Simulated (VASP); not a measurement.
# CdSe (P6_3mc) in VASP: notebook

The runs below take CdSe through single point, with PBE, r2SCAN.

Everything below comes from runs of VASP 6.6.1. Logs are shortened: lines on timing, memory, paths and dates and some standing lists are left out, and cuts for length are marked.

### 1 The cell of the first run

The structure is hexagonal, space group P6_3mc (No. 186). The conventional cell has a = 4.427 Å, b = 4.427 Å, c = 7.224 Å, α = 90.00°, β = 90.00°, γ = 120.00°. Within 3.6 Å of Cd (site symmetry 3m) lie 4 Se at 2.71 to 2.72 Å. Se (site symmetry 3m) has 4 Cd at 2.71 to 2.72 Å within 3.6 Å.

### 2 Single point, PBE (30.65 Å³/atom)

The input, INCAR:

```
SYSTEM = CdSe
PREC = Accurate
ENCUT = 520
EDIFF = 1E-6
ISMEAR = 0
SIGMA = 0.01
LREAL = .False.
LASPH = .True.
NELM = 100
ALGO = Normal
ISIF = 2
LWAVE = .False.
LCHARG = .False.
GGA = PE
NBANDS = 26
```

The input, KPOINTS:

```
regular mesh
0
Gamma
  6 6 4
  0 0 0
```

The input, POSCAR:

```
CdSe
1.0
    4.4267822262      0.0000000000      0.0000000000
   -2.2133911131      3.8337058649      0.0000000000
    0.0000000000      0.0000000000      7.2243774944
Cd Se
2 2
Direct
    0.3333333333      0.6666666667      0.0045810698
    0.6666666667      0.3333333333      0.5045810698
    0.3333333333      0.6666666667      0.3804189302
    0.6666666667      0.3333333333      0.8804189302
```

Potentials or basis: VASP PAW PBE potentials, release 64 (Cd, Se).

Started as:

```sh
> cat potpaw_PBE.64/Cd/POTCAR potpaw_PBE.64/Se/POTCAR > POTCAR
> mpirun -np 1 vasp_std > vasp.out
```

OUTCAR:

```text
SYSTEM = CdSe
   PREC = Accurate
   ENCUT = 520
   EDIFF = 1E-6
   ISMEAR = 0
   LREAL = .False.
   LASPH = .True.
   NELM = 100
   ISIF = 2
   GGA = PE

 ion  position               nearest neighbor table
   1  0.333  0.667  0.005-   4 2.71   4 2.71   4 2.71   3 2.72
   2  0.667  0.333  0.505-   3 2.71   3 2.71   3 2.71   4 2.72
   3  0.333  0.667  0.380-   2 2.71   2 2.71   2 2.71   1 2.72
   4  0.667  0.333  0.880-   1 2.71   1 2.71   1 2.71   2 2.72

  LATTYP: Found a hexagonal cell.
 ALAT       =     4.4267822262
 C/A-ratio  =     1.6319703851

  Lattice vectors:

 A1 = (   4.4267822262,   0.0000000000,   0.0000000000)
 A2 = (  -2.2133911131,   3.8337058649,   0.0000000000)
 A3 = (   0.0000000000,   0.0000000000,   7.2243774944)

Analysis of symmetry for initial positions (statically):
=====================================================================
 Subroutine PRICEL returns:
 Original cell was already a primitive cell.

 Routine SETGRP: Setting up the symmetry group for a
 hexagonal supercell.

 Subroutine GETGRP returns: Found 12 space group operations
 (whereof  6 operations were pure point group operations)
 out of a pool of 24 trial point group operations.

The static configuration has the point symmetry C_3v.
 The point group associated with its full space group is C_6v.

Analysis of symmetry for dynamics (positions and initial velocities):
=====================================================================
 Subroutine PRICEL returns:
 Original cell was already a primitive cell.

 Routine SETGRP: Setting up the symmetry group for a
 hexagonal supercell.

 Subroutine GETGRP returns: Found 12 space group operations
 (whereof  6 operations were pure point group operations)
 out of a pool of 24 trial point group operations.

The dynamic configuration has the point symmetry C_3v.
 The point group associated with its full space group is C_6v.

 Subroutine INISYM returns: Found 12 space group operations
 (whereof  6 operations are pure point group operations),
 and found     1 'primitive' translations

----------------------------------------------------------------------------------------

                                     Primitive cell

  volume of cell :     122.6048

  direct lattice vectors                    reciprocal lattice vectors
     4.426782226  0.000000000  0.000000000     0.225897717  0.130422108  0.000000000
    -2.213391113  3.833705865  0.000000000     0.000000000  0.260844216  0.000000000
     0.000000000  0.000000000  7.224377494     0.000000000  0.000000000  0.138420231
[... 85 lines left out ...]
   LREAL  =      F    real-space projection
   EDIFFG = 0.1E-04   stopping-criterion for IOM
   NSW    =      0    number of steps for IOM
   IBRION =     -1    ionic relax: 0-MD 1-quasi-New 2-CG
   NFREE  =      0    steps in history (QN), initial steepest desc. (CG)
   ISIF   =      2    stress and relaxation
   ISYM   =      2    0-nonsym 1-usesym 2-fastsym
   POTIM  = 0.5000    time-step for ionic-motion
   TEBEG  =    0.0;   TEEND  =   0.0 temperature during run
   PSTRESS=    0.0 pullay stress
   NELECT =      36.0000    total number of electrons
   NUPDOWN=      -1.0000    fix difference up-down
   EMIN   =  10.00;   EMAX   =-10.00  energy-range for DOS
   EFERMI =   0.00;   METHOD = LEGACY
   ISMEAR =     0;   SIGMA  =   0.01  broadening in eV -4-tet -1-fermi 0-gaus
   EFERMI_NEDOS =   21; number of points for ismear=-14 and -15
   IALGO  =     38    algorithm
   IMIX   =      4    mixing-type and parameters
     AMIX     =   0.40;   BMIX     =  1.00
     AMIX_MAG =   1.60;   BMIX_MAG =  1.00
  volume/ion in A,a.u.               =      30.65       206.84
  Fermi-wavevector in a.u.,A,eV,Ry     =   1.088111  2.056232 16.109102  1.183986
  Thomas-Fermi vector in A             =   2.224285
   LORBIT       =      0    0 simple, 1 ext, 2 COOP (PROOUT), +10 PAW based schemes
   GGA     = PE    functional components
   LHFCALC =     F    Hartree Fock is set to
   AEXX    =    0.0000 exact exchange contribution
   IVDW    =     0    specifies the selected vdW correction
   LEPSILON=     F    determine dielectric tensor
   LRPA    =     F    only Hartree local field effects (RPA)
 non-spin polarized calculation
 Gauss-broadening in eV      SIGMA  =   0.01
  energy-cutoff  :      520.00
  volume of cell :      122.60
 maximum number of plane-waves:      3357
 NGX is ok and might be reduce to    36
   NGX = 17   NGY = 17   NGZ = 27

 number of electron      36.0000006 magnetization

 Free energy of the ion-electron system (eV)
  ---------------------------------------------------
  ext. energy  EPLUGINS =         0.00000000
  ---------------------------------------------------
  free energy    TOTEN  =       -10.98203216 eV

  energy without entropy =      -10.98203216  energy(sigma->0) =      -10.98203216

 E-fermi :   0.3973     XC(G=0):  -8.4942

 val. band max:        0.3043718042   @ k =   0.0000   0.0000   0.0000
 cond. band min:       0.7793781827   @ k =   0.0000   0.0000   0.0000
 fundamental gap:      0.4750063785
 Fermi energy:         0.3972906008

 k-point     1 :       0.0000    0.0000    0.0000
  band No.  band energies     occupation
      1     -11.8510      2.00000
      2     -11.5454      2.00000
      3      -7.3782      2.00000
      4      -7.3734      2.00000
      5      -7.3734      2.00000
      6      -7.3206      2.00000
[... 598 lines left out ...]
     25       8.7705      0.00000
     26       8.7705      0.00000

------------------------ aborting loop because EDIFF is reached ----------------------------------------

  FORCE on cell =-STRESS in cart. coord.  units (eV):
  Direction    XX          YY          ZZ          XY          YZ          ZX
  --------------------------------------------------------------------------------------
  -------------------------------------------------------------------------------------
  Total       -0.7725375     -0.7725375     -0.7853073      0.0000000      0.0000000      0.0000000
  in kB      -10.0953823    -10.0953823    -10.2622565      0.0000000      0.0000000      0.0000000
  external PRESSURE =     -10.1510071 kB  Pullay stress =       0.0000000 kB

 VOLUME and BASIS-vectors are now :
 -----------------------------------------------------------------------------
  energy-cutoff  :      520.00
  volume of cell :      122.60
      direct lattice vectors                 reciprocal lattice vectors
     4.426782226  0.000000000  0.000000000     0.225897717  0.130422108  0.000000000
    -2.213391113  3.833705865  0.000000000     0.000000000  0.260844216  0.000000000
     0.000000000  0.000000000  7.224377494     0.000000000  0.000000000  0.138420231

 POSITION                                       TOTAL-FORCE (eV/Angst)
 -----------------------------------------------------------------------------------
     -0.00000      2.55580      0.03310        -0.000000      0.000000      0.000885
      2.21339      1.27790      3.64528         0.000000     -0.000000      0.000885
     -0.00000      2.55580      2.74829         0.000000     -0.000000     -0.000885
      2.21339      1.27790      6.36048        -0.000000      0.000000     -0.000885
 -----------------------------------------------------------------------------------
    total drift:                               -0.000000     -0.000000      0.000465

  FREE ENERGIE OF THE ION-ELECTRON SYSTEM (eV)
  ---------------------------------------------------
  free  energy   TOTEN  =       -10.9820321590 eV

  energy  without entropy=      -10.9820321590  energy(sigma->0) =      -10.98203216
```

stdout:

```text
POSCAR found type information on POSCAR CdSe
 POSCAR found :  2 types and       4 ions
 scaLAPACK will be used
 LDA part: xc-table for (Slater+PW92), standard interpolation
 POSCAR, INCAR and KPOINTS ok, starting setup
 FFT: planning ... GRIDC
 FFT: planning ... GRID_SOFT
 FFT: planning ... GRID
 WAVECAR not read
 entering main loop
```

It took 64 s on 1 thread of Intel Xeon Platinum 8488C (Sapphire Rapids), shared host; peak memory 0.27 GiB.

What came out:

* Free energy: -10.9820 eV
* Pressure: -1.0 GPa
* Band gap on the k mesh: 0.47 eV

Levels at points of the mesh, in eV from the valence-band top:
| k point | band 15 | band 16 | band 17 | band 18 | band 19 | band 20 | band 21 | band 22 |
| --- | --- | --- | --- | --- | --- | --- | --- | --- |
| (0.00, 0.00, 0.00) | -0.65 | -0.04 | 0.00 | 0.00 | 0.47 | 2.10 | 5.84 | 5.84 |
| (0.50, 0.00, 0.00) | -2.30 | -1.59 | -1.13 | -0.64 | 3.03 | 3.31 | 4.79 | 5.83 |
| (0.00, 0.00, 0.50) | -0.34 | -0.34 | -0.34 | -0.34 | 2.20 | 2.20 | 5.71 | 5.71 |
| (0.50, 0.00, 0.50) | -1.17 | -1.17 | -1.15 | -1.15 | 2.87 | 2.87 | 4.82 | 4.82 |

### 3 Single point, PBE (31.54 Å³/atom)

This run uses another cell than the first one, of 31.54 Å³/atom.

The input, INCAR:

```
ALGO = Normal
EDIFF = 1E-6
ENCUT = 520
GGA = PE
ISIF = 2
ISMEAR = 0
LASPH = T
LCHARG = F
LREAL = F
LWAVE = F
NBANDS = 26
NELM = 80
PREC = Accurate
SIGMA = 0.01
```

The input, KPOINTS:

```
k-points
0
Gamma
  6 6 4
```

The input, POSCAR:

```
CdSe
1.0
    4.4693500513      0.0000000000      0.0000000000
   -2.2346750256      3.8705706828      0.0000000000
    0.0000000000      0.0000000000      7.2938469242
Cd Se
2 2
Direct
    0.3333333333      0.6666666667      0.0045810698
    0.6666666667      0.3333333333      0.5045810698
    0.3333333333      0.6666666667      0.3804189302
    0.6666666667      0.3333333333      0.8804189302
```

Potentials or basis: VASP PAW PBE potentials, release 64 (Cd, Se).

Started as:

```sh
> cat potpaw_PBE.64/Cd/POTCAR potpaw_PBE.64/Se/POTCAR > POTCAR
> mpirun -np 1 vasp_std > vasp.out
```

OUTCAR:

```text
EDIFF = 1E-6
   ENCUT = 520
   GGA = PE
   ISIF = 2
   ISMEAR = 0
   LASPH = T
   LREAL = F
   NELM = 80
   PREC = Accurate

 ion  position               nearest neighbor table
   1  0.333  0.667  0.005-   4 2.73   4 2.73   4 2.73   3 2.74
   2  0.667  0.333  0.505-   3 2.73   3 2.73   3 2.73   4 2.74
   3  0.333  0.667  0.380-   2 2.73   2 2.73   2 2.73   1 2.74
   4  0.667  0.333  0.880-   1 2.73   1 2.73   1 2.73   2 2.74

[... 804 lines left out ...]

  FORCE on cell =-STRESS in cart. coord.  units (eV):
  Direction    XX          YY          ZZ          XY          YZ          ZX
  --------------------------------------------------------------------------------------
  -------------------------------------------------------------------------------------
  Total       -1.6330370     -1.6330370     -1.6440728     -0.0000000      0.0000000      0.0000000
  in kB      -20.7362675    -20.7362675    -20.8764002     -0.0000000      0.0000000      0.0000000
  external PRESSURE =     -20.7829784 kB  Pullay stress =       0.0000000 kB

 VOLUME and BASIS-vectors are now :
 -----------------------------------------------------------------------------
  energy-cutoff  :      520.00
  volume of cell :      126.18
      direct lattice vectors                 reciprocal lattice vectors
     4.469350051  0.000000000  0.000000000     0.223746180  0.129179917  0.000000000
    -2.234675026  3.870570683  0.000000000     0.000000000  0.258359834  0.000000000
     0.000000000  0.000000000  7.293846924     0.000000000  0.000000000  0.137101863

 POSITION                                       TOTAL-FORCE (eV/Angst)
 -----------------------------------------------------------------------------------
     -0.00000      2.58038      0.03341         0.000000     -0.000000     -0.001471
      2.23468      1.29019      3.68034        -0.000000      0.000000     -0.001471
     -0.00000      2.58038      2.77472        -0.000000     -0.000000      0.001471
      2.23468      1.29019      6.42164         0.000000      0.000000      0.001471
 -----------------------------------------------------------------------------------
    total drift:                               -0.000000     -0.000000     -0.000020

  FREE ENERGIE OF THE ION-ELECTRON SYSTEM (eV)
  ---------------------------------------------------
  free  energy   TOTEN  =       -10.9473226749 eV

  energy  without entropy=      -10.9473226749  energy(sigma->0) =      -10.94732267
```

Wall time 74 s (1 thread of Intel Xeon Platinum 8488C (Sapphire Rapids), shared host); peak memory 0.28 GiB.

Results:

```
Free energy            : -10.9473 eV
Pressure               : -2.1 GPa
Band gap on the k mesh : 0.41 eV
```

As with any semilocal functional, this PBE gap is likely too small.

### 4 Single point, r2SCAN (27.14 Å³/atom)

This run uses another cell than the first one, of 27.14 Å³/atom.

The input, POSCAR:

```
CdSe
1.0
    4.2521074860      0.0000000000      0.0000000000
   -2.1260537430      3.6824331025      0.0000000000
    0.0000000000      0.0000000000      6.9322025972
Cd Se
2 2
Direct
    0.3333333333      0.6666666667      0.0045236756
    0.6666666667      0.3333333333      0.5045236756
    0.3333333333      0.6666666667      0.3804763244
    0.6666666667      0.3333333333      0.8804763244
```

The input, INCAR.step1:

```
SYSTEM = CdSe
  ALGO = Normal
  EDIFF = 1E-4
  ENCUT = 520
  GGA = PE
  ISMEAR = 0
  LASPH = .True.
  LCHARG = .False.
  LREAL = .False.
  LWAVE = .True.
  NBANDS = 26
  NELM = 60
  PREC = Accurate
  SIGMA = 0.01
```

The input, INCAR.step2:

```
SYSTEM = CdSe
  ALGO = Normal
  EDIFF = 1E-6
  ENCUT = 520
  ISIF = 2
  ISMEAR = 0
  ISTART = 1
  LASPH = .True.
  LCHARG = .False.
  LMIXTAU = .True.
  LREAL = .False.
  LWAVE = .False.
  METAGGA = R2SCAN
  NBANDS = 26
  NELM = 60
  PREC = Accurate
  SIGMA = 0.01
```

The input, KPOINTS:

```
k-points
0
Gamma
  6 6 4
  0 0 0
```

Started as:

```sh
> cat potpaw_PBE.64/Cd/POTCAR potpaw_PBE.64/Se/POTCAR > POTCAR
> cp INCAR.step1 INCAR
> mpirun -np 1 vasp_std > vasp.out
> cp INCAR.step2 INCAR
> mpirun -np 1 vasp_std > vasp.out
```

Run time: 2.9 min. Hardware: 1 thread of Intel Xeon Platinum 8488C (Sapphire Rapids), shared host; peak memory 0.26 GiB.

It converged, with:

```
Free energy            : -71.7426 eV
Pressure               : 4.0 GPa
Largest force          : 0.008 eV/Å
Band gap on the k mesh : 1.24 eV
```

Forces on the atoms (eV/Å):
```
Cd   0.000  0.000  0.008
Cd   0.000  0.000  0.008
Se   0.000  0.000 -0.008
Se   0.000  0.000 -0.008
```

Levels at points of the mesh, in eV from the valence-band top:
| k point | band 16 | band 17 | band 18 | band 19 | band 20 | band 21 |
| --- | --- | --- | --- | --- | --- | --- |
| (0.00, 0.00, 0.00) | -0.05 | 0.00 | 0.00 | 1.24 | 2.71 | 6.38 |
| (0.50, 0.00, 0.00) | -2.02 | -1.44 | -0.82 | 3.70 | 3.76 | 5.07 |
| (0.00, 0.00, 0.50) | -0.43 | -0.43 | -0.43 | 2.91 | 2.91 | 6.37 |
| (0.50, 0.00, 0.50) | -1.47 | -1.47 | -1.47 | 3.36 | 3.36 | 5.28 |

Caveat: the cell stands under pressure; the PAW data sets were made with another functional, which shifts forces and pressure a little. r2SCAN opens gaps a little over a GGA but as a rule still falls short of measured ones.

### 5 Overview

| level | cell | gap on the mesh (eV) | pressure (GPa) |
| --- | --- | --- | --- |
| PBE | a = 4.427, b = 4.427, c = 7.224 Å, angles 90.0, 90.0, 120.0°, 4 atoms | 0.47 | -1.0 |
| PBE | a = 4.469, b = 4.469, c = 7.294 Å, angles 90.0, 90.0, 120.0°, 4 atoms | 0.41 | -2.1 |
| r2SCAN | a = 4.252, b = 4.252, c = 6.932 Å, angles 90.0, 90.0, 120.0°, 4 atoms | 1.24 | 4.0 |

Alike in all rows: task single point; potentials or basis VASP PAW PBE potentials, release 64 (Cd, Se); no spin polarisation; k mesh 6 × 6 × 4; cutoff (eV) 520; smearing gaussian 0.01 eV.

Caveats: the cell stands under pressure (at least some runs); the PAW data sets were made with another functional, which shifts forces and pressure a little (at least some runs).

Total energies depend on the potentials used, so only differences within one code and one set of settings carry meaning.
